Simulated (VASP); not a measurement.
# Sn2As (Fm-3m) in VASP: further runs, part 2 of 2

VASP 6.6.1. The steps go on from the part before.

**5. Single point, PBE**

This run uses another cell than the first one, of 28.97 Å³/atom.

INCAR reads:

```
SYSTEM = Sn2As
  ALGO = Fast
  EDIFF = 1E-6
  ENCUT = 520
  GGA = PE
  ISIF = 2
  ISMEAR = 0
  LASPH = .True.
  LCHARG = .False.
  LREAL = .False.
  LWAVE = .False.
  NBANDS = 24
  NELM = 100
  PREC = Accurate
  SIGMA = 0.1
```

KPOINTS reads:

```
k-points
0
Gamma
  12 12 12
  0 0 0
```

POSCAR reads:

```
Sn2As
1.0
    0.0000000000      3.5159057276      3.5159057276
    3.5159057276      0.0000000000      3.5159057276
    3.5159057276      3.5159057276      0.0000000000
Sn As
2 1
Direct
    0.2500000000      0.2500000000      0.2500000000
    0.7500000000      0.7500000000      0.7500000000
    0.0000000000      0.0000000000      0.0000000000
```

Potentials or basis: VASP PAW PBE potentials, release 64 (Sn_d, As).

The run is started by

```
$ cat potpaw_PBE.64/Sn_d/POTCAR potpaw_PBE.64/As/POTCAR > POTCAR
$ mpirun -np 1 vasp_std > vasp.out
```

OUTCAR:

```text
SYSTEM = Sn2As
   EDIFF = 1E-6
   ENCUT = 520
   GGA = PE
   ISIF = 2
   ISMEAR = 0
   LASPH = .True.
   LREAL = .False.
   NELM = 100
   PREC = Accurate

 ion  position               nearest neighbor table
   1  0.250  0.250  0.250-   3 3.04   3 3.04   3 3.04   3 3.04   2 3.52   2 3.52   2 3.52   2 3.52
                             2 3.52   2 3.52
   2  0.750  0.750  0.750-   3 3.04   3 3.04   3 3.04   3 3.04   1 3.52   1 3.52   1 3.52   1 3.52
                             1 3.52   1 3.52
   3  0.000  0.000  0.000-   2 3.04   2 3.04   2 3.04   1 3.04   2 3.04   1 3.04   1 3.04   1 3.04

  LATTYP: Found a face centered cubic cell.
 ALAT       =     7.0318114552

  Lattice vectors:

 A1 = (   0.0000000000,   3.5159057276,   3.5159057276)
 A2 = (   3.5159057276,   0.0000000000,   3.5159057276)
 A3 = (   3.5159057276,   3.5159057276,   0.0000000000)

Analysis of symmetry for initial positions (statically):
=====================================================================
 Subroutine PRICEL returns:
 Original cell was already a primitive cell.

 Routine SETGRP: Setting up the symmetry group for a
 face centered cubic supercell.

[... 168 lines left out ...]
  energy without entropy =      -11.80666614  energy(sigma->0) =      -11.81234971

 E-fermi :   6.1703     XC(G=0):  -9.5022

 val. band max:        6.1539844249   @ k =  -0.4167   0.3333   0.1667
 cond. band min:       6.1771175908   @ k =   0.5000   0.3333   0.0833
 fundamental gap:      0.0231331659
 Fermi energy:         6.1703179202

 k-point     1 :       0.0000    0.0000    0.0000
  band No.  band energies     occupation
      1     -15.6570      2.00000
      2     -15.6570      2.00000
      3     -15.6180      2.00000
      4     -15.6180      2.00000
      5     -15.6180      2.00000
      6     -15.5540      2.00000
[... 637 lines left out ...]
     23      12.7912      0.00000
     24      13.5131      0.00000

 [... further k-points ...]

------------------------ aborting loop because EDIFF is reached ----------------------------------------

  FORCE on cell =-STRESS in cart. coord.  units (eV):
  Direction    XX          YY          ZZ          XY          YZ          ZX
  --------------------------------------------------------------------------------------
  -------------------------------------------------------------------------------------
  Total        0.0048162      0.0048162      0.0048162     -0.0000000      0.0000000      0.0000000
  in kB        0.0887709      0.0887709      0.0887709     -0.0000000      0.0000000      0.0000000
  external PRESSURE =       0.0887709 kB  Pullay stress =       0.0000000 kB

 VOLUME and BASIS-vectors are now :
 -----------------------------------------------------------------------------
  energy-cutoff  :      520.00
  volume of cell :       86.92
      direct lattice vectors                 reciprocal lattice vectors
     0.000000000  3.515905728  3.515905728    -0.142210866  0.142210866  0.142210866
     3.515905728  0.000000000  3.515905728     0.142210866 -0.142210866  0.142210866
     3.515905728  3.515905728  0.000000000     0.142210866  0.142210866 -0.142210866

 POSITION                                       TOTAL-FORCE (eV/Angst)
 -----------------------------------------------------------------------------------
      1.75795      1.75795      1.75795        -0.000000     -0.000000      0.000000
      5.27386      5.27386      5.27386         0.000000      0.000000     -0.000000
      0.00000      0.00000      0.00000         0.000000      0.000000      0.000000
 -----------------------------------------------------------------------------------
    total drift:                                0.000000     -0.000000      0.000000

  FREE ENERGIE OF THE ION-ELECTRON SYSTEM (eV)
  ---------------------------------------------------
  free  energy   TOTEN  =       -11.8180332843 eV

  energy  without entropy=      -11.8066661403  energy(sigma->0) =      -11.81234971
```

It took 3.5 min on 1 thread of Intel Xeon 8259CL, shared host; peak memory 0.33 GiB.

Results:

- Free energy: -11.8180 eV
- Pressure: 0.0 GPa
- Band gap on the k mesh: zero (an odd number of electrons rules out a gap without spin polarisation)

Caveat: spin-orbit coupling is left out, which moves the levels of the heavy elements.

**6. Relaxation of cell and atoms, PBE**

INCAR reads:

```
SYSTEM = Sn2As
PREC = Accurate
ENCUT = 600
EDIFF = 1E-7
ISMEAR = 0
SIGMA = 0.1
LREAL = .False.
LASPH = .True.
NELM = 60
ALGO = Fast
ISIF = 3
LWAVE = .False.
LCHARG = .False.
GGA = PE
IBRION = 2
NSW = 100
EDIFFG = -0.01
```

KPOINTS reads:

```
regular mesh
0
Gamma
  12 12 12
  0 0 0
```

POSCAR reads:

```
Sn2As
1.0
    0.0000000000      3.5340502281      3.5340502281
    3.5340502281      0.0000000000      3.5340502281
    3.5340502281      3.5340502281      0.0000000000
Sn As
2 1
Direct
    0.2500000000      0.2500000000      0.2500000000
    0.7500000000      0.7500000000      0.7500000000
    0.0000000000      0.0000000000      0.0000000000
```

Potentials or basis: VASP PAW PBE potentials, release 64 (Sn_d, As).

The run is started by

```
$ cat potpaw_PBE.64/Sn_d/POTCAR potpaw_PBE.64/As/POTCAR > POTCAR
$ mpirun -np 1 vasp_std > vasp.out
```

OUTCAR:

```text
SYSTEM = Sn2As
   PREC = Accurate
   ENCUT = 600
   EDIFF = 1E-7
   ISMEAR = 0
   LREAL = .False.
   LASPH = .True.
   NELM = 60
   ISIF = 3
   GGA = PE
   IBRION = 2
   NSW = 100
   EDIFFG = -0.01

 ion  position               nearest neighbor table
   1  0.250  0.250  0.250-   3 3.06   3 3.06   3 3.06   3 3.06   2 3.53   2 3.53   2 3.53   2 3.53
                             2 3.53   2 3.53
   2  0.750  0.750  0.750-   3 3.06   3 3.06   3 3.06   3 3.06   1 3.53   1 3.53   1 3.53   1 3.53
                             1 3.53   1 3.53
   3  0.000  0.000  0.000-   2 3.06   2 3.06   2 3.06   1 3.06   2 3.06   1 3.06   1 3.06   1 3.06

  LATTYP: Found a face centered cubic cell.
 ALAT       =     7.0681004562

  Lattice vectors:

 A1 = (   0.0000000000,   3.5340502281,   3.5340502281)
 A2 = (   3.5340502281,   0.0000000000,   3.5340502281)
 A3 = (   3.5340502281,   3.5340502281,   0.0000000000)

Analysis of symmetry for initial positions (statically):
=====================================================================
 Subroutine PRICEL returns:
 Original cell was already a primitive cell.

 Routine SETGRP: Setting up the symmetry group for a
 face centered cubic supercell.

[... 177 lines left out ...]
  -------------------------------------------------------------------------------------
  Total       -0.3415249     -0.3415249     -0.3415249      0.0000000      0.0000000      0.0000000
  in kB       -6.1984736     -6.1984736     -6.1984736      0.0000000      0.0000000      0.0000000
  external PRESSURE =      -6.1984736 kB  Pullay stress =       0.0000000 kB
[... 61 lines left out ...]
--------------------------------------- Ionic step        3  -------------------------------------------

 number of electron      33.0000001 magnetization

 Free energy of the ion-electron system (eV)
  ---------------------------------------------------
  ext. energy  EPLUGINS =         0.00000000
  ---------------------------------------------------
  free energy    TOTEN  =       -11.81825169 eV

  energy without entropy =      -11.80687513  energy(sigma->0) =      -11.81256341

 E-fermi :   6.1658     XC(G=0):  -9.5002

 val. band max:        6.1493701565   @ k =  -0.4167   0.3333   0.1667
 cond. band min:       6.1722959069   @ k =   0.5000   0.3333   0.0833
 fundamental gap:      0.0229257504
 Fermi energy:         6.1657515569

 k-point     1 :       0.0000    0.0000    0.0000
  band No.  band energies     occupation
      1     -15.6612      2.00000
      2     -15.6612      2.00000
      3     -15.6224      2.00000
      4     -15.6224      2.00000
      5     -15.6224      2.00000
      6     -15.5585      2.00000
[... 541 lines left out ...]
     19       7.5990      0.00000
     20       8.9173      0.00000

 [... further k-points ...]

------------------------ aborting loop because EDIFF is reached ----------------------------------------

  FORCE on cell =-STRESS in cart. coord.  units (eV):
  Direction    XX          YY          ZZ          XY          YZ          ZX
  --------------------------------------------------------------------------------------
  -------------------------------------------------------------------------------------
  Total        0.0033812      0.0033812      0.0033812      0.0000000     -0.0000000      0.0000000
  in kB        0.0622944      0.0622944      0.0622944      0.0000000     -0.0000000      0.0000000
  external PRESSURE =       0.0622944 kB  Pullay stress =       0.0000000 kB
[... 18 lines left out ...]
  FREE ENERGIE OF THE ION-ELECTRON SYSTEM (eV)
  ---------------------------------------------------
  free  energy   TOTEN  =       -11.8182516921 eV

  energy  without entropy=      -11.8068751321  energy(sigma->0) =      -11.81256341

 reached required accuracy - stopping structural energy minimisation
```

It took 7.4 min on 1 thread of Intel Xeon 8259CL, shared host; peak memory 0.36 GiB.

Results:

| Quantity | Value |
| --- | --- |
| Free energy | -11.8183 eV |
| Relaxed volume | 28.99 Å³/atom |
| Relaxed cell | a = 4.973 Å, b = 4.973 Å, c = 4.973 Å, α = 60.00°, β = 60.00°, γ = 60.00° |
| Space group after relaxing (to 0.1 Å) | Fm-3m (No. 225) |
| Energy gained by relaxing | 0.9 meV/atom |
| Ionic steps | 3 |
| Pressure after relaxing | 0.0 GPa |
| Band gap on the k mesh | zero (an odd number of electrons rules out a gap without spin polarisation) |

The path:
| step | energy change (eV) | largest force (eV/Å) | pressure (GPa) | volume (Å³) |
| --- | --- | --- | --- | --- |
| 1 | 0.0000 | 0.0000 | -0.62 | 88.28 |
| 2 | -0.0026 | 0.0000 | 0.07 | 86.83 |
| 3 | -0.0026 | 0.0000 | 0.01 | 86.96 |

Final structure:
```yaml
crystal:
  lattice:
    - [0.00000, 3.51642, 3.51642]
    - [3.51642, 0.00000, 3.51642]
    - [3.51642, 3.51642, 0.00000]
  atoms:
    - { symbol: Sn, position: [0.25000, 0.25000, 0.25000] }
    - { symbol: Sn, position: [0.75000, 0.75000, 0.75000] }
    - { symbol: As, position: [0.00000, 0.00000, 0.00000] }
```

Caveat: spin-orbit coupling is left out, which moves the levels of the heavy elements.

**7. Summary**

| task | cell | k mesh | cutoff (eV) | gap on the mesh (eV) | pressure (GPa) | relaxed volume (Å³/atom) |
| --- | --- | --- | --- | --- | --- | --- |
| single point | a = 4.998 Å, angles 60.0°, 3 atoms | 4 × 4 × 4 | 520 | none | 0.1 | - |
| single point | a = 5.231 Å, angles 60.0°, 3 atoms | 4 × 4 × 4 | 520 | none | -4.6 | - |
| relaxation of cell and atoms | relaxed from a = 5.231 Å, angles 60.0°, 3 atoms | 4 × 4 × 4 | 600 | none | 0.0 | 29.49 |
| single point | a = 4.972 Å, angles 60.0°, 3 atoms | 12 × 12 × 12 | 520 | none | 0.0 | - |
| relaxation of cell and atoms | relaxed from a = 4.998 Å, angles 60.0°, 3 atoms | 12 × 12 × 12 | 600 | none | 0.0 | 28.99 |

Alike in all rows: level PBE; potentials or basis VASP PAW PBE potentials, release 64 (Sn_d, As); no spin polarisation; smearing gaussian 0.1 eV.

Caveats: some runs use coarse meshes; spin-orbit coupling is left out, which moves the levels of the heavy elements.

Total energies depend on the potentials used, so only differences within one code and one set of settings carry meaning.
